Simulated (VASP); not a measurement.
# Ga3Se (Pm-3m) in VASP: further runs

The runs below take Ga3Se through single point, relaxation of cell and atoms, with r2SCAN, PBE, PBE-based screened hybrid.

All numbers are computed with VASP 6.6.1; they aren't measurements. Logs are shortened: lines on timing, memory, paths and dates and some standing lists are left out, and cuts for length are marked.

### 1 The cell of the first run

Symmetry: Pm-3m, No. 221, cubic system. Conventional cell: a = 4.519 Å, b = 4.519 Å, c = 4.519 Å, α = 90.00°, β = 90.00°, γ = 90.00°. Within 4.2 Å of Se (site symmetry m-3m) lie 12 Ga at 3.20 Å. Ga (site symmetry 4/mmm) has 4 Se at 3.20 Å and 8 Ga at 3.20 Å within 4.2 Å.

### 2 Single point, r2SCAN

File POSCAR:

```
Ga3Se
1.0
    4.5193981489      0.0000000000      0.0000000000
    0.0000000000      4.5193981489      0.0000000000
    0.0000000000      0.0000000000      4.5193981489
Se Ga
1 3
Direct
    0.0000000000      0.0000000000      0.0000000000
    0.5000000000      0.5000000000      0.0000000000
    0.5000000000      0.0000000000      0.5000000000
    0.0000000000      0.5000000000      0.5000000000
```

File INCAR.step1:

```
  PREC = Accurate
  ENCUT = 520
  ISMEAR = -1
  SIGMA = 0.05
  LREAL = False
  LASPH = True
  NELM = 60
  NBANDS = 30
  GGA = PE
  ALGO = Normal
  EDIFF = 1E-4
  LWAVE = True
  LCHARG = False
```

File INCAR.step2:

```
  PREC = Accurate
  ENCUT = 520
  EDIFF = 1E-6
  ISMEAR = -1
  SIGMA = 0.05
  LREAL = False
  LASPH = True
  NELM = 60
  ALGO = Normal
  ISIF = 2
  LWAVE = False
  LCHARG = True
  METAGGA = R2SCAN
  LMIXTAU = True
  LELF = True
  LVHAR = True
  NBANDS = 30
  ISTART = 1
```

File KPOINTS:

```
regular mesh
0
Gamma
  6 6 6
```

Potentials or basis: VASP PAW PBE potentials, release 64 (Se, Ga_d).

Launch:

```bash
$ cat potpaw_PBE.64/Se/POTCAR potpaw_PBE.64/Ga_d/POTCAR > POTCAR
$ cp INCAR.step1 INCAR
$ mpirun -np 1 vasp_std > vasp.out
$ cp INCAR.step2 INCAR
$ mpirun -np 1 vasp_std > vasp.out
```

OUTCAR:

```text
PREC = Accurate
   ENCUT = 520
   EDIFF = 1E-6
   ISMEAR = -1
   LREAL = False
   LASPH = True
   NELM = 60
   ISIF = 2
   METAGGA = R2SCAN
   ISTART = 1

 ion  position               nearest neighbor table
   1  0.000  0.000  0.000-
   2  0.500  0.500  0.000-
   3  0.500  0.000  0.500-
   4  0.000  0.500  0.500-

  LATTYP: Found a simple cubic cell.
 ALAT       =     4.5193981489

  Lattice vectors:

 A1 = (   4.5193981489,   0.0000000000,   0.0000000000)
 A2 = (   0.0000000000,   4.5193981489,   0.0000000000)
 A3 = (   0.0000000000,   0.0000000000,   4.5193981489)

Analysis of symmetry for initial positions (statically):
=====================================================================
 Subroutine PRICEL returns:
 Original cell was already a primitive cell.

 Routine SETGRP: Setting up the symmetry group for a
 simple cubic supercell.

 Subroutine GETGRP returns: Found 48 space group operations
 (whereof 48 operations were pure point group operations)
 out of a pool of 48 trial point group operations.

The static configuration has the point symmetry O_h .

Analysis of symmetry for dynamics (positions and initial velocities):
=====================================================================
 Subroutine PRICEL returns:
 Original cell was already a primitive cell.

 Routine SETGRP: Setting up the symmetry group for a
 simple cubic supercell.

 Subroutine GETGRP returns: Found 48 space group operations
 (whereof 48 operations were pure point group operations)
 out of a pool of 48 trial point group operations.

The dynamic configuration has the point symmetry O_h .

 Subroutine INISYM returns: Found 48 space group operations
 (whereof 48 operations are pure point group operations),
 and found     1 'primitive' translations

----------------------------------------------------------------------------------------

                                     Primitive cell

  volume of cell :      92.3085

  direct lattice vectors                    reciprocal lattice vectors
     4.519398149  0.000000000  0.000000000     0.221268401  0.000000000  0.000000000
     0.000000000  4.519398149  0.000000000     0.000000000  0.221268401  0.000000000
     0.000000000  0.000000000  4.519398149     0.000000000  0.000000000  0.221268401

  length of vectors
     4.519398149  4.519398149  4.519398149     0.221268401  0.221268401  0.221268401

  position of ions in fractional coordinates (direct lattice)
     0.000000000  0.000000000  0.000000000
     0.500000000  0.500000000  0.000000000
     0.500000000  0.000000000  0.500000000
     0.000000000  0.500000000  0.500000000

  ion indices of the primitive-cell ions
   primitive index   ion index
                 1           1
                 2           2
                 3           3
                 4           4

----------------------------------------------------------------------------------------

 KPOINTS: regular mesh

Automatic generation of k-mesh.
 Grid dimensions read from file:
 generate k-points for:    6    6    6

 Generating k-lattice:

  Cartesian coordinates                     Fractional coordinates (reciprocal lattice)
     0.036878067  0.000000000  0.000000000     0.166666667  0.000000000  0.000000000
     0.000000000  0.036878067  0.000000000     0.000000000  0.166666667  0.000000000
     0.000000000  0.000000000  0.036878067     0.000000000  0.000000000  0.166666667

  Length of vectors
     0.036878067  0.036878067  0.036878067

  Shift w.r.t. Gamma in fractional coordinates (k-lattice)
     0.000000000  0.000000000  0.000000000

 Subroutine IBZKPT returns following result:
 ===========================================

 Found     20 irreducible k-points:

 Following reciprocal coordinates:
            Coordinates               Weight
  0.000000  0.000000  0.000000      1.000000
  0.166667  0.000000  0.000000      6.000000
  0.333333  0.000000  0.000000      6.000000
  0.500000  0.000000  0.000000      3.000000
  0.166667  0.166667  0.000000     12.000000
  0.333333  0.166667  0.000000     24.000000
[... 12 lines left out ...]
  0.500000  0.500000  0.333333      6.000000
  0.500000  0.500000  0.500000      1.000000
   k-points           NKPTS =     20   k-points in BZ     NKDIM =     20   number of bands    NBANDS=     30
   number of dos      NEDOS =    301   number of ions     NIONS =      4
   total plane-waves  NPLWV =  46656
   dimension x,y,z NGX =    36 NGY =   36 NGZ =   36
   dimension x,y,z NGXF=    72 NGYF=   72 NGZF=   72
   ions per type =               1   3
   NGX,Y,Z   is equivalent  to a cutoff of  13.24, 13.24, 13.24 a.u.
   NGXF,Y,Z  is equivalent  to a cutoff of  26.49, 26.49, 26.49 a.u.
 SYSTEM =  unknown system
   PREC   = accura    normal or accurate (medium, high low for compatibility)
   ISTART =      1    job   : 0-new  1-cont  2-samecut
   ICHARG =      0    charge: 1-file 2-atom 10-const
   ISPIN  =      1    spin polarized calculation?
   LNONCOLLINEAR =      F non collinear calculations
   LSORBIT =      F    spin-orbit coupling
   LASPH  =      T    aspherical Exc in radial PAW
   ENCUT  =  520.0 eV  38.22 Ry    6.18 a.u.   8.40  8.40  8.40*2*pi/ulx,y,z
   NELM   =     60;   NELMIN=  2; NELMDL=  0     # of ELM steps
   EDIFF  = 0.1E-05   stopping-criterion for ELM
   LREAL  =      F    real-space projection
   EDIFFG = 0.1E-04   stopping-criterion for IOM
   NSW    =      0    number of steps for IOM
   IBRION =     -1    ionic relax: 0-MD 1-quasi-New 2-CG
   NFREE  =      0    steps in history (QN), initial steepest desc. (CG)
   ISIF   =      2    stress and relaxation
   ISYM   =      2    0-nonsym 1-usesym 2-fastsym
   POTIM  = 0.5000    time-step for ionic-motion
   TEBEG  =    0.0;   TEEND  =   0.0 temperature during run
   PSTRESS=    0.0 pullay stress
   NELECT =      45.0000    total number of electrons
   NUPDOWN=      -1.0000    fix difference up-down
   EMIN   =  10.00;   EMAX   =-10.00  energy-range for DOS
   EFERMI =   0.00;   METHOD = LEGACY
   ISMEAR =    -1;   SIGMA  =   0.05  broadening in eV -4-tet -1-fermi 0-gaus
   EFERMI_NEDOS =   21; number of points for ismear=-14 and -15
   IALGO  =     38    algorithm
   IMIX   =      4    mixing-type and parameters
     AMIX     =   0.40;   BMIX     =  1.00
     AMIX_MAG =   1.60;   BMIX_MAG =  1.00
  volume/ion in A,a.u.               =      23.08       155.73
  Fermi-wavevector in a.u.,A,eV,Ry     =   1.288443  2.434803 22.586818  1.660084
  Thomas-Fermi vector in A             =   2.420396
   LORBIT       =      0    0 simple, 1 ext, 2 COOP (PROOUT), +10 PAW based schemes
   METAGGA = R2SCAN    functional components
   LHFCALC =     F    Hartree Fock is set to
   AEXX    =    0.0000 exact exchange contribution
   IVDW    =     0    specifies the selected vdW correction
   LEPSILON=     F    determine dielectric tensor
   LRPA    =     F    only Hartree local field effects (RPA)
 non-spin polarized calculation
  energy-cutoff  :      520.00
  volume of cell :       92.31
 maximum number of plane-waves:      2517
 NGX is ok and might be reduce to    36
   NGX = 17   NGY = 17   NGZ = 17

 number of electron      45.0000038 magnetization

 Free energy of the ion-electron system (eV)
  ---------------------------------------------------
  ext. energy  EPLUGINS =         0.00000000
  ---------------------------------------------------
  free energy    TOTEN  =       -48.13801322 eV

  energy without entropy =      -48.12594229  energy(sigma->0) =      -48.13197776

 E-fermi :   4.0370     XC(G=0): -10.7525

 val. band max:        3.8610030887   @ k =   0.5000   0.0000   0.0000
 cond. band min:       4.0784406421   @ k =   0.5000   0.3333   0.1667
 fundamental gap:      0.2174375534
 Fermi energy:         4.0370286349

 k-point     1 :       0.0000    0.0000    0.0000
  band No.  band energies     occupation
      1     -11.5587      2.00000
      2     -11.5512      2.00000
      3     -11.5512      2.00000
      4     -11.5512      2.00000
      5     -11.5101      2.00000
      6     -11.5101      2.00000
[... 22 lines left out ...]
     29      10.4382      0.00000
     30      11.5041      0.00000

 k-point     2 :       0.1667    0.0000    0.0000
  band No.  band energies     occupation
      1     -11.5485      2.00000
      2     -11.5451      2.00000
      3     -11.5391      2.00000
      4     -11.5391      2.00000
      5     -11.5085      2.00000
      6     -11.5020      2.00000
[... 22 lines left out ...]
     29      11.1868      0.00000
     30      11.7256      0.00000

 k-point     3 :       0.3333    0.0000    0.0000
  band No.  band energies     occupation
      1     -11.5425      2.00000
      2     -11.5136      2.00000
      3     -11.5070      2.00000
      4     -11.5070      2.00000
      5     -11.5024      2.00000
      6     -11.4818      2.00000
[... 22 lines left out ...]
     29      10.3535      0.00000
     30      10.9411      0.00000

 k-point     4 :       0.5000    0.0000    0.0000
  band No.  band energies     occupation
      1     -11.5392      2.00000
      2     -11.5066      2.00000
      3     -11.4799      2.00000
      4     -11.4799      2.00000
      5     -11.4793      2.00000
      6     -11.4666      2.00000
[... 22 lines left out ...]
     29       8.5523      0.00000
     30      10.2664      0.00000

 k-point     5 :       0.1667    0.1667    0.0000
  band No.  band energies     occupation
      1     -11.5408      2.00000
      2     -11.5391      2.00000
      3     -11.5320      2.00000
      4     -11.5253      2.00000
      5     -11.5038      2.00000
      6     -11.4955      2.00000
[... 22 lines left out ...]
     29      10.5765      0.00000
     30      11.2622      0.00000
[... 394 lines left out ...]
     29      10.9614      0.00000
     30      12.0343      0.00000

 k-point    18 :       0.5000    0.3333    0.3333
  band No.  band energies     occupation
      1     -11.5721      2.00000
      2     -11.5075      2.00000
      3     -11.5018      2.00000
      4     -11.4983      2.00000
      5     -11.4912      2.00000
      6     -11.4912      2.00000
[... 22 lines left out ...]
     29      11.2012      0.00000
     30      11.3306      0.00000

 k-point    19 :       0.5000    0.5000    0.3333
  band No.  band energies     occupation
      1     -11.5873      2.00000
      2     -11.5034      2.00000
      3     -11.5034      2.00000
      4     -11.4985      2.00000
      5     -11.4944      2.00000
      6     -11.4944      2.00000
[... 22 lines left out ...]
     29      11.3259      0.00000
     30      12.2796      0.00000

 k-point    20 :       0.5000    0.5000    0.5000
  band No.  band energies     occupation
      1     -11.6047      2.00000
      2     -11.5043      2.00000
      3     -11.5043      2.00000
      4     -11.5043      2.00000
      5     -11.5022      2.00000
      6     -11.5022      2.00000
[... 22 lines left out ...]
     29      12.5398      0.00000
     30      12.5398      0.00000

------------------------ aborting loop because EDIFF is reached ----------------------------------------

  FORCE on cell =-STRESS in cart. coord.  units (eV):
  Direction    XX          YY          ZZ          XY          YZ          ZX
  --------------------------------------------------------------------------------------
  -------------------------------------------------------------------------------------
  Total       -1.9273270     -1.9273270     -1.9273270     -0.0000000      0.0000000     -0.0000000
  in kB      -33.4521615    -33.4521615    -33.4521615     -0.0000000      0.0000000     -0.0000000
  external PRESSURE =     -33.4521615 kB  Pullay stress =       0.0000000 kB

 VOLUME and BASIS-vectors are now :
 -----------------------------------------------------------------------------
  energy-cutoff  :      520.00
  volume of cell :       92.31
      direct lattice vectors                 reciprocal lattice vectors
     4.519398149  0.000000000  0.000000000     0.221268401  0.000000000  0.000000000
     0.000000000  4.519398149  0.000000000     0.000000000  0.221268401  0.000000000
     0.000000000  0.000000000  4.519398149     0.000000000  0.000000000  0.221268401

 POSITION                                       TOTAL-FORCE (eV/Angst)
 -----------------------------------------------------------------------------------
      0.00000      0.00000      0.00000         0.000000      0.000000      0.000000
      2.25970      2.25970      0.00000         0.000000      0.000000      0.000000
      2.25970      0.00000      2.25970         0.000000      0.000000      0.000000
      0.00000      2.25970      2.25970         0.000000      0.000000      0.000000
 -----------------------------------------------------------------------------------
    total drift:                                0.000000      0.000000      0.000000

  FREE ENERGIE OF THE ION-ELECTRON SYSTEM (eV)
  ---------------------------------------------------
  free  energy   TOTEN  =       -48.1380132171 eV

  energy  without entropy=      -48.1259422946  energy(sigma->0) =      -48.13197776
```

Run time: 72 s. Hardware: 1 thread of Intel Xeon 6975P-C (Granite Rapids), shared host; peak memory 0.23 GiB.

What came out:

```
Free energy : -48.1380 eV
Pressure    : -3.3 GPa
```

Levels at points of the mesh, in eV from the Fermi level:
```tsv
k point	band 20	band 21	band 22	band 23	band 24	band 25
(0.00, 0.00, 0.00)	-3.69	-2.97	-2.97	1.54	1.54	1.54
(0.50, 0.00, 0.00)	-2.79	-2.40	-1.10	-0.18	-0.18	1.51
(0.50, 0.50, 0.00)	-2.20	-0.86	-0.86	-0.58	1.29	1.82
(0.50, 0.50, 0.50)	-4.73	-4.73	-4.73	-3.49	3.91	3.91
```

Caveat: the PAW data sets were made with another functional, which shifts forces and pressure a little.

### 3 Single point, PBE

This run uses another cell than the first one, of 21.77 Å³/atom, 0.943 times its volume.

File INCAR:

```
PREC = Accurate ; ENCUT = 520
EDIFF = 1E-6 ; ISMEAR = -1
SIGMA = 0.05 ; LREAL = False
LASPH = True ; NELM = 60
ALGO = Normal ; ISIF = 2
LWAVE = False ; LCHARG = False
GGA = PE ; NBANDS = 30
```

File KPOINTS:

```
regular mesh
0
Gamma
  4 4 4
```

File POSCAR:

```
Ga3Se
1.0
    4.4324650000      0.0000000000      0.0000000000
    0.0000000000      4.4324650000      0.0000000000
    0.0000000000      0.0000000000      4.4324650000
Se Ga
1 3
Direct
    0.0000000000      0.0000000000      0.0000000000
    0.5000000000      0.5000000000      0.0000000000
    0.5000000000      0.0000000000      0.5000000000
    0.0000000000      0.5000000000      0.5000000000
```

Potentials or basis: VASP PAW PBE potentials, release 64 (Se, Ga_d).

Launch:

```bash
$ cat potpaw_PBE.64/Se/POTCAR potpaw_PBE.64/Ga_d/POTCAR > POTCAR
$ mpirun -np 1 vasp_std > vasp.out
```

It took 38 s on 1 thread of Intel Xeon 8259CL, shared host; peak memory 0.21 GiB.

The run converged. Its results:

| Quantity | Value |
| --- | --- |
| Free energy | -12.3706 eV |
| Pressure | 0.0 GPa |

Levels at points of the mesh, in eV from the Fermi level:
| k point | band 20 | band 21 | band 22 | band 23 | band 24 | band 25 | band 26 | band 27 |
| --- | --- | --- | --- | --- | --- | --- | --- | --- |
| (0.00, 0.00, 0.00) | -3.72 | -2.87 | -2.87 | 1.59 | 1.59 | 1.59 | 4.38 | 4.38 |
| (0.50, 0.00, 0.00) | -2.78 | -2.20 | -1.05 | -0.29 | -0.29 | 1.17 | 3.96 | 4.16 |
| (0.50, 0.50, 0.00) | -2.14 | -0.80 | -0.72 | -0.72 | 1.32 | 1.65 | 1.65 | 1.82 |
| (0.50, 0.50, 0.50) | -4.86 | -4.86 | -4.86 | -3.53 | 3.97 | 3.97 | 3.97 | 8.48 |

(Part 1 of 2 ends here.)
